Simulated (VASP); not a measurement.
Wanted: the native input for a VASP 6.6.1 run.

```yaml
Task: relaxation of cell and atoms
Functional: PBE
Potentials_or_basis: VASP PAW PBE potentials, release 64 (Sb, Se)
Cutoff: 600 eV
k_mesh: 6 × 6 × 6
Occupations: gaussian, width 0.1 eV
Spin: no spin polarisation
Dipole_correction: no
Further_INCAR_settings: ALGO = Normal; EDIFF = 1e-06; IBRION = 2; EDIFFG = -0.04; NSW = 90; ISIF = 3
```

The structure of SbSe2 lies in POSCAR:

```
SbSe2
1.0
    4.8983000067      0.0000000000      0.0000000000
   -2.4491500034      4.2420522412      0.0000000000
    0.0000000000      0.0000000000      3.7322728018
Sb Se
1 2
Direct
    0.0000000000      0.0000000000      0.7845285681
    0.3333333333      0.6666666667      0.5191343760
    0.6666666667      0.3333333333      0.5191343760
```

These files were run (other wordings do the same):

INCAR

```
SYSTEM = SbSe2
  PREC = Accurate
  ENCUT = 600
  EDIFF = 1E-6
  ISMEAR = 0
  SIGMA = 0.1
  LREAL = .False.
  LASPH = .True.
  NELM = 100
  ALGO = Normal
  ISIF = 3
  LWAVE = .False.
  LCHARG = .False.
  GGA = PE
  IBRION = 2
  NSW = 90
  EDIFFG = -0.04
```

KPOINTS

```
regular mesh
0
Gamma
  6 6 6
  0 0 0
```

Potentials or basis: VASP PAW PBE potentials, release 64 (Sb, Se).

The run is started by

```sh
$ cat potpaw_PBE.64/Sb/POTCAR potpaw_PBE.64/Se/POTCAR > POTCAR
$ mpirun -np 1 vasp_std > vasp.out
```

Results of the run:

The relaxed volume is 25.79 Å³/atom. The relaxed cell is a = 4.915 Å, b = 4.915 Å, c = 3.698 Å, α = 90.00°, β = 90.00°, γ = 120.00° and the space group after relaxing (to 0.05 Å) is P6mm (No. 183). The energy gained by relaxing is 0.6 meV/atom and the ionic steps are 4. The pressure after relaxing is -0.2 GPa.

Wall time 34 s on 1 thread of AMD EPYC 9R45 (Zen 5), with other jobs on the host, peak memory 0.19 GiB.
